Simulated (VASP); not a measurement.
# CuO (C2/c) in VASP: further runs

CuO is run at these levels: RPBE+D3(BJ), PBE; tasks: single point.

Program: VASP 6.6.1. These are calculated values, not measurements. Logs are shortened: lines on timing, memory, paths and dates and some standing lists are left out, and cuts for length are marked.

**1. The cell of the first run**

Symmetry: C2/c, No. 15, monoclinic system. The conventional cell has a = 4.620 Å, b = 3.376 Å, c = 5.059 Å, α = 90.00°, β = 99.54°, γ = 90.00°. Cu (site symmetry -1) has 4 O at 1.92 to 1.93 Å within 2.6 Å. O (site symmetry 2) has 4 Cu at 1.92 to 1.93 Å and 2 O at 2.59 Å within 2.6 Å.

**2. Single point, RPBE+D3(BJ)**

INCAR reads:

```
SYSTEM = CuO
PREC = Accurate
ENCUT = 820
EDIFF = 1E-6
ISMEAR = -1
SIGMA = 0.05
LREAL = .FALSE.
LASPH = .TRUE.
NELM = 120
ALGO = Normal
ISIF = 2
LWAVE = .FALSE.
LCHARG = .FALSE.
GGA = RP
IVDW = 12
NBANDS = 33
GGA_COMPAT = .FALSE.
```

KPOINTS reads:

```
Automatic mesh
0
G
  10 10 5
  0 0 0
```

POSCAR reads:

```
CuO
1.0
    2.3101994985     -1.6881714891      0.0000000000
    2.3101994985      1.6881714891      0.0000000000
   -0.8385391614      0.0000000000      4.9895114286
Cu O
2 2
Direct
    0.5000000000      0.0000000000      0.5000000000
    0.0000000000      0.5000000000      0.0000000000
    0.4184000000      0.5816000000      0.7500000000
    0.5816000000      0.4184000000      0.2500000000
```

Potentials or basis: VASP PAW PBE potentials, release 64 (Cu_sv_GW, O).

Run with:

```bash
> cat potpaw_PBE.64/Cu_sv_GW/POTCAR potpaw_PBE.64/O/POTCAR > POTCAR
> mpirun -np 1 vasp_std > vasp.out
```

OUTCAR:

```text
SYSTEM = CuO
   PREC = Accurate
   ENCUT = 820
   EDIFF = 1E-6
   ISMEAR = -1
   LREAL = .FALSE.
   LASPH = .TRUE.
   NELM = 120
   ISIF = 2
   GGA = RP
   IVDW = 12
 IVDW          = 12

 ion  position               nearest neighbor table
   1  0.500  0.000  0.500-   3 1.92   4 1.92   4 1.93   3 1.93
   2  0.000  0.500  0.000-   4 1.92   3 1.92   4 1.93   3 1.93
   3  0.418  0.582  0.750-   2 1.92   1 1.92   2 1.93   1 1.93
   4  0.582  0.418  0.250-   1 1.92   2 1.92   2 1.93   1 1.93

  LATTYP: Found a base centered monoclinic cell.
 ALAT       =     4.6203989970
 B/A-ratio  =     0.7307470589
 C/A-ratio  =     1.0950317057
 COS(beta)  =    -0.1657361228

  Lattice vectors:

 A1 = (   2.3101994985,  -1.6881714891,   0.0000000000)
 A2 = (   2.3101994985,   1.6881714891,   0.0000000000)
 A3 = (  -0.8385391614,   0.0000000000,   4.9895114286)

Analysis of symmetry for initial positions (statically):
=====================================================================
 Subroutine PRICEL returns:
 Original cell was already a primitive cell.

 Routine SETGRP: Setting up the symmetry group for a
 base centered monoclinic supercell.

 Subroutine GETGRP returns: Found  4 space group operations
 (whereof  2 operations were pure point group operations)
 out of a pool of  4 trial point group operations.

The static configuration has the point symmetry S_2 .
 The point group associated with its full space group is C_2h.

Analysis of symmetry for dynamics (positions and initial velocities):
=====================================================================
 Subroutine PRICEL returns:
 Original cell was already a primitive cell.

 Routine SETGRP: Setting up the symmetry group for a
 base centered monoclinic supercell.

 Subroutine GETGRP returns: Found  4 space group operations
 (whereof  2 operations were pure point group operations)
 out of a pool of  4 trial point group operations.

The dynamic configuration has the point symmetry S_2 .
 The point group associated with its full space group is C_2h.

 Subroutine INISYM returns: Found  4 space group operations
 (whereof  2 operations are pure point group operations),
 and found     1 'primitive' translations

----------------------------------------------------------------------------------------

                                     Primitive cell

  volume of cell :      38.9183

[... 91 lines left out ...]
   NELM   =    120;   NELMIN=  2; NELMDL= -5     # of ELM steps
   EDIFF  = 0.1E-05   stopping-criterion for ELM
   LREAL  =      F    real-space projection
   EDIFFG = 0.1E-04   stopping-criterion for IOM
   NSW    =      0    number of steps for IOM
   IBRION =     -1    ionic relax: 0-MD 1-quasi-New 2-CG
   NFREE  =      0    steps in history (QN), initial steepest desc. (CG)
   ISIF   =      2    stress and relaxation
   ISYM   =      2    0-nonsym 1-usesym 2-fastsym
   POTIM  = 0.5000    time-step for ionic-motion
   TEBEG  =    0.0;   TEEND  =   0.0 temperature during run
   PSTRESS=    0.0 pullay stress
   NELECT =      50.0000    total number of electrons
   NUPDOWN=      -1.0000    fix difference up-down
   EMIN   =  10.00;   EMAX   =-10.00  energy-range for DOS
   EFERMI =   0.00;   METHOD = LEGACY
   ISMEAR =    -1;   SIGMA  =   0.05  broadening in eV -4-tet -1-fermi 0-gaus
   EFERMI_NEDOS =   21; number of points for ismear=-14 and -15
   IALGO  =     38    algorithm
   IMIX   =      4    mixing-type and parameters
     AMIX     =   0.40;   BMIX     =  1.00
     AMIX_MAG =   1.60;   BMIX_MAG =  1.00
  volume/ion in A,a.u.               =       9.73        65.66
  Fermi-wavevector in a.u.,A,eV,Ry     =   1.779700  3.363145 43.094171  3.167332
  Thomas-Fermi vector in A             =   2.844640
   LORBIT       =      0    0 simple, 1 ext, 2 COOP (PROOUT), +10 PAW based schemes
   GGA     = RP    functional components
   LHFCALC =     F    Hartree Fock is set to
   AEXX    =    0.0000 exact exchange contribution
   IVDW    =    12    specifies the selected vdW correction
   LEPSILON=     F    determine dielectric tensor
   LRPA    =     F    only Hartree local field effects (RPA)
 non-spin polarized calculation
  energy-cutoff  :      820.00
  volume of cell :       38.92
 maximum number of plane-waves:      2091
   NGX = 13   NGY = 13   NGZ = 23

 number of electron      50.0000011 magnetization

 Free energy of the ion-electron system (eV)
  ---------------------------------------------------
  ext. energy  EPLUGINS =         0.00000000
  ---------------------------------------------------
  free energy    TOTEN  =       -17.74113498 eV

  energy without entropy =      -17.72236845  energy(sigma->0) =      -17.73175171

 E-fermi :   6.4967     XC(G=0): -12.2987

 val. band max:        6.4955381642   @ k =  -0.4000   0.2000   0.4000
 cond. band min:       6.5043096098   @ k =  -0.1000  -0.0000   0.4000
 fundamental gap:      0.0087714456
 Fermi energy:         6.4967219088

 k-point     1 :       0.0000    0.0000    0.0000
  band No.  band energies     occupation
      1    -106.4009      2.00000
      2    -106.4001      2.00000
      3     -63.8539      2.00000
      4     -63.8536      2.00000
      5     -63.8246      2.00000
      6     -63.8140      2.00000
[... 853 lines left out ...]
     32      20.1819      0.00000
     33      21.1764      0.00000

 [... further k-points ...]

------------------------ aborting loop because EDIFF is reached ----------------------------------------

 Edisp (eV)   -4.87644

 E8    (eV) :    -2.8491

  FORCE on cell =-STRESS in cart. coord.  units (eV):
  Direction    XX          YY          ZZ          XY          YZ          ZX
  --------------------------------------------------------------------------------------
  -------------------------------------------------------------------------------------
  Total      -1.08784    -2.00853    -1.14853     0.00000     0.00000    -0.78127
  in kB     -44.78366   -82.68648   -47.28239     0.00000     0.00000   -32.16316
  external pressure =      -58.25 kB  Pullay stress =        0.00 kB

 VOLUME and BASIS-vectors are now :
 -----------------------------------------------------------------------------
  energy-cutoff  :      820.00
  volume of cell :       38.92
      direct lattice vectors                 reciprocal lattice vectors
     2.310199498 -1.688171489  0.000000000     0.216431525 -0.296178441  0.036373563
     2.310199498  1.688171489  0.000000000     0.216431525  0.296178441  0.036373563
    -0.838539161  0.000000000  4.989511429     0.000000000  0.000000000  0.200420425

 POSITION                                       TOTAL-FORCE (eV/Angst)
 -----------------------------------------------------------------------------------
      0.73583     -0.84409      2.49476         0.000000      0.000000      0.000000
      1.15510      0.84409      0.00000         0.000000      0.000000      0.000000
      1.68130      0.27551      3.74213        -0.000000      0.006046      0.000000
      2.10056     -0.27551      1.24738         0.000000     -0.006046     -0.000000
 -----------------------------------------------------------------------------------
    total drift:                                0.000000      0.000000      0.000000

  FREE ENERGIE OF THE ION-ELECTRON SYSTEM (eV)
  ---------------------------------------------------
  free  energy   TOTEN  =       -22.6175721189 eV

  energy  without entropy=      -22.5988055954  energy(sigma->0) =      -22.60818886
```

stdout:

```text
POSCAR found type information on POSCAR CuO
 POSCAR found :  2 types and       4 ions
 scaLAPACK will be used
 -----------------------------------------------------------------------------
|                                                                             |
|                                                                             |
|     You enforced a specific xc type in the INCAR file but a different       |
|     I HOPE YOU KNOW WHAT YOU ARE DOING!                                     |
|                                                                             |
 -----------------------------------------------------------------------------

 LDA part: xc-table for (Slater+PW92), standard interpolation
 POSCAR, INCAR and KPOINTS ok, starting setup
 FFT: planning ... GRIDC
 FFT: planning ... GRID_SOFT
 FFT: planning ... GRID
 WAVECAR not read
 entering main loop
```

Wall time 10 min (1 thread of AMD EPYC 7R43 (Zen 3), shared host); peak memory 0.41 GiB.

What came out:

- Free energy: -22.6176 eV
- Pressure: -5.8 GPa
- Largest force: 0.006 eV/Å
- Band gap on the k mesh: zero (bands 25 and 26 overlap by 0.59 eV)
- Dispersion energy per atom: -1.219 eV

Forces on the atoms (eV/Å):
```
Cu   0.000  0.000  0.000
Cu   0.000  0.000  0.000
O    0.000  0.006  0.000
O    0.000 -0.006  0.000
```

Caveat: the cell stands under tension; the dispersion term is far too large for a dense solid, which distorts pressure and volume; the PAW data sets were made with another functional, which shifts forces and pressure a little; semilocal functionals often make such compounds metallic where correlation or magnetic order opens a gap, which also shifts bond lengths. With open d or f shells a metallic result of RPBE can be an artefact of self-interaction; +U or a hybrid may open a gap.

**3. Single point, PBE**

This run uses another cell than the first one, of 10.13 Å³/atom.

INCAR reads:

```
PREC = Accurate
ENCUT = 820
EDIFF = 1E-6
ISMEAR = 0
SIGMA = 0.03
LREAL = False
LASPH = True
NELM = 120
ALGO = Normal
ISIF = 2
LWAVE = False
LCHARG = True
GGA = PE
LELF = True
LVHAR = True
NBANDS = 33
GGA_COMPAT = False
```

KPOINTS reads:

```
regular mesh
0
Gamma
  10 10 5
```

POSCAR reads:

```
CuO
1.0
    2.3418500000     -1.7113000000      0.0000000000
    2.3418500000      1.7113000000      0.0000000000
   -0.8500274268      0.0000000000      5.0578693947
Cu O
2 2
Direct
    0.5000000000      0.0000000000      0.5000000000
    0.0000000000      0.5000000000      0.0000000000
    0.4184000000      0.5816000000      0.7500000000
    0.5816000000      0.4184000000      0.2500000000
```

Potentials or basis: VASP PAW PBE potentials, release 64 (Cu_sv_GW, O).

Run with:

```bash
> cat potpaw_PBE.64/Cu_sv_GW/POTCAR potpaw_PBE.64/O/POTCAR > POTCAR
> mpirun -np 1 vasp_std > vasp.out
```

OUTCAR:

```text
PREC = Accurate
   ENCUT = 820
   EDIFF = 1E-6
   ISMEAR = 0
   LREAL = False
   LASPH = True
   NELM = 120
   ISIF = 2
   GGA = PE

 ion  position               nearest neighbor table
   1  0.500  0.000  0.500-   3 1.95   4 1.95   4 1.96   3 1.96
   2  0.000  0.500  0.000-   4 1.95   3 1.95   4 1.96   3 1.96
   3  0.418  0.582  0.750-   2 1.95   1 1.95   2 1.96   1 1.96
   4  0.582  0.418  0.250-   1 1.95   2 1.95   2 1.96   1 1.96

  LATTYP: Found a base centered monoclinic cell.
 ALAT       =     4.6837000000
 B/A-ratio  =     0.7307470589
 C/A-ratio  =     1.0950317057
 COS(beta)  =    -0.1657361228

  Lattice vectors:

 A1 = (   2.3418500000,  -1.7113000000,   0.0000000000)
 A2 = (   2.3418500000,   1.7113000000,   0.0000000000)
 A3 = (  -0.8500274268,   0.0000000000,   5.0578693947)

Analysis of symmetry for initial positions (statically):
=====================================================================
 Subroutine PRICEL returns:
 Original cell was already a primitive cell.

 Routine SETGRP: Setting up the symmetry group for a
 base centered monoclinic supercell.

 Subroutine GETGRP returns: Found  4 space group operations
 (whereof  2 operations were pure point group operations)
 out of a pool of  4 trial point group operations.

The static configuration has the point symmetry S_2 .
 The point group associated with its full space group is C_2h.

Analysis of symmetry for dynamics (positions and initial velocities):
=====================================================================
 Subroutine PRICEL returns:
 Original cell was already a primitive cell.

 Routine SETGRP: Setting up the symmetry group for a
 base centered monoclinic supercell.

 Subroutine GETGRP returns: Found  4 space group operations
 (whereof  2 operations were pure point group operations)
 out of a pool of  4 trial point group operations.

[... 122 lines left out ...]
   IALGO  =     38    algorithm
   IMIX   =      4    mixing-type and parameters
     AMIX     =   0.40;   BMIX     =  1.00
     AMIX_MAG =   1.60;   BMIX_MAG =  1.00
  volume/ion in A,a.u.               =      10.13        68.39
  Fermi-wavevector in a.u.,A,eV,Ry     =   1.755647  3.317692 41.937193  3.082297
  Thomas-Fermi vector in A             =   2.825352
   LORBIT       =      0    0 simple, 1 ext, 2 COOP (PROOUT), +10 PAW based schemes
   GGA     = PE    functional components
   LHFCALC =     F    Hartree Fock is set to
   AEXX    =    0.0000 exact exchange contribution
   IVDW    =     0    specifies the selected vdW correction
   LEPSILON=     F    determine dielectric tensor
   LRPA    =     F    only Hartree local field effects (RPA)
 non-spin polarized calculation
 Gauss-broadening in eV      SIGMA  =   0.03
  energy-cutoff  :      820.00
  volume of cell :       40.54
 maximum number of plane-waves:      2181
   NGX = 13   NGY = 13   NGZ = 23

 number of electron      49.9999994 magnetization

 Free energy of the ion-electron system (eV)
  ---------------------------------------------------
  ext. energy  EPLUGINS =         0.00000000
  ---------------------------------------------------
  free energy    TOTEN  =       -19.68941409 eV

  energy without entropy =      -19.68826023  energy(sigma->0) =      -19.68883716

 E-fermi :   5.7481     XC(G=0): -12.2860

 val. band max:        5.7424503867   @ k =  -0.4000   0.2000   0.4000
 cond. band min:       5.7586824130   @ k =   0.5000  -0.0000   0.0000
 fundamental gap:      0.0162320263
 Fermi energy:         5.7480552725

 k-point     1 :       0.0000    0.0000    0.0000
  band No.  band energies     occupation
      1    -106.8535      2.00000
      2    -106.8529      2.00000
      3     -64.3819      2.00000
      4     -64.3818      2.00000
      5     -64.3523      2.00000
      6     -64.3435      2.00000
[... 853 lines left out ...]
     32      19.0684      0.00000
     33      20.1393      0.00000

 [... further k-points ...]

------------------------ aborting loop because EDIFF is reached ----------------------------------------

  FORCE on cell =-STRESS in cart. coord.  units (eV):
  Direction    XX          YY          ZZ          XY          YZ          ZX
  --------------------------------------------------------------------------------------
  -------------------------------------------------------------------------------------
  Total        1.1655091      1.5137020      0.9801052      0.0000000      0.0000000     -0.3159203
  in kB       46.0620658     59.8229944     38.7347241      0.0000000      0.0000000    -12.4854814
  external PRESSURE =      48.2065948 kB  Pullay stress =       0.0000000 kB

 VOLUME and BASIS-vectors are now :
 -----------------------------------------------------------------------------
  energy-cutoff  :      820.00
  volume of cell :       40.54
      direct lattice vectors                 reciprocal lattice vectors
     2.341850000 -1.711300000  0.000000000     0.213506416 -0.292175539  0.035881968
     2.341850000  1.711300000  0.000000000     0.213506416  0.292175539  0.035881968
    -0.850027427  0.000000000  5.057869395     0.000000000  0.000000000  0.197711709

 POSITION                                       TOTAL-FORCE (eV/Angst)
 -----------------------------------------------------------------------------------
      0.74591     -0.85565      2.52893         0.000000      0.000000      0.000000
      1.17092      0.85565      0.00000         0.000000      0.000000      0.000000
      1.70433      0.27928      3.79340        -0.000000     -0.253399      0.000000
      2.12934     -0.27928      1.26447         0.000000      0.253399      0.000000
 -----------------------------------------------------------------------------------
    total drift:                                0.000000      0.000000      0.000000

  FREE ENERGIE OF THE ION-ELECTRON SYSTEM (eV)
  ---------------------------------------------------
  free  energy   TOTEN  =       -19.6894140922 eV

  energy  without entropy=      -19.6882602255  energy(sigma->0) =      -19.68883716
```

stdout:

```text
POSCAR found type information on POSCAR CuO
 POSCAR found :  2 types and       4 ions
 scaLAPACK will be used
 LDA part: xc-table for (Slater+PW92), standard interpolation
 POSCAR, INCAR and KPOINTS ok, starting setup
 FFT: planning ... GRIDC
 FFT: planning ... GRID_SOFT
 FFT: planning ... GRID
 WAVECAR not read
 entering main loop
```

Wall time 15 min (1 thread of AMD EPYC, shared host); peak memory 0.42 GiB.

What came out:

- Free energy: -19.6894 eV
- Pressure: 4.8 GPa
- Largest force: 0.253 eV/Å
- Band gap on the k mesh: zero (bands 25 and 26 overlap by 0.60 eV)

Forces in eV/Å, atoms in the order of the input:
```
Cu   0.000  0.000  0.000
Cu   0.000  0.000  0.000
O    0.000 -0.253  0.000
O    0.000  0.253  0.000
```

Stress tensor (GPa, compression positive):
```
 4.61  0.00 -1.25
 0.00  5.98  0.00
-1.25  0.00  3.87
```

Caveat: the cell stands under pressure; semilocal functionals often make such compounds metallic where correlation or magnetic order opens a gap, which also shifts bond lengths. With open d or f shells a metallic result of PBE can be an artefact of self-interaction; +U or a hybrid may open a gap.
